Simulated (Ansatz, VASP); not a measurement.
Two plane-wave programs on LiCl

```
Li Cl
1.0
     3.84930    0.00000    0.00000
    -1.92465    3.33359    0.00000
     0.00000    0.00000    9.41620
Li Cl
3 3
Cartesian
  0.0000 0.0000 -0.0008
  0.0000 2.2224 3.1380
  1.9247 1.1112 6.2767
  0.0000 0.0000 2.3548
  0.0000 2.2224 5.4935
  1.9247 1.1112 8.6323
```

Alike in both runs: functional PBEsol; k mesh 9 × 9 × 3; occupations gaussian, width 0.02 eV; no spin polarisation.

Ansatz relaxed the structure, and its values are those at the end. VASP's run is a single point on that final structure, the one shown.

|  | VASP | Ansatz |
| --- | --- | --- |
| version | VASP 6.6.1 | Ansatz 0.2.0 |
| potentials or method | VASP PAW PBE potentials, release 64 (Li_sv, Cl), cutoff 520 eV | scalar-relativistic, plane waves, PAW |
| valence electrons in the cell | 30 | 30 |

|  | VASP | Ansatz | Ansatz less VASP |
| --- | --- | --- | --- |
| gap on the k mesh at the Fermi level (eV) | 5.88 | 5.88 | -0.003 |
| least direct gap on the mesh (eV) | 5.88 | 5.88 | -0.003 |

VASP's potentials were made for PBE, not for PBEsol.

Noted on VASP's run: the cutoff is short for stress, so the pressure is rough.
